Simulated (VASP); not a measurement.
Write the native input for VASP 6.6.1 that does the following.

| Property | Result |
| --- | --- |
| Task | single point |
| Functional | PBE |
| Potentials or basis | VASP PAW PBE potentials, release 64 (B, N) |
| Cutoff | 520 eV |
| k mesh | 12 × 12 × 6 |
| Occupations | fermi-dirac, width 0.02 eV |
| Spin | no spin polarisation |
| Dipole correction | no |
| Further INCAR settings | ALGO = Normal; EDIFF = 1e-06; NBANDS = 16 |

The structure of BN lies in POSCAR:

```
BN
1.0
    2.5439493142      0.0000000000      0.0000000000
   -1.2719746571      2.0940700578      0.0000000000
    0.0000000000      0.0000000000      4.2078167785
B N
2 2
Direct
    0.6668135239      0.3336270477      0.0006200231
    0.3331864761      0.6663729523      0.5006200231
    0.6695212158      0.3390424316      0.3743799769
    0.3304787842      0.6609575684      0.8743799769
```

This cell differs from its parent crystal: uniaxial y strain -5.0%.

One way to write it, as run:

INCAR

```
  PREC = Accurate
  ENCUT = 520
  EDIFF = 1E-6
  ISMEAR = -1
  SIGMA = 0.02
  LREAL = False
  LASPH = True
  NELM = 80
  ALGO = Normal
  ISIF = 2
  LWAVE = False
  LCHARG = True
  GGA = PE
  LELF = True
  LVHAR = True
  NBANDS = 16
```

KPOINTS

```
regular mesh
0
Gamma
  12 12 6
```

Potentials or basis: VASP PAW PBE potentials, release 64 (B, N).

Run with:

```console
$ cat potpaw_PBE.64/B/POTCAR potpaw_PBE.64/N/POTCAR > POTCAR
$ mpirun -np 1 vasp_std > vasp.out
```

Results of the run:

```
Pressure               : 27.2 GPa
Largest force          : 0.069 eV/Å
Band gap on the k mesh : 4.73 eV, indirect (least direct gap 7.84 eV)
```

Caveat: the cell differs from its parent crystal (uniaxial y strain -5.0%).

Wall time 34 s on 1 thread of AMD EPYC 7R13 Processor (Zen 3), on a shared host, peak memory 0.13 GiB.
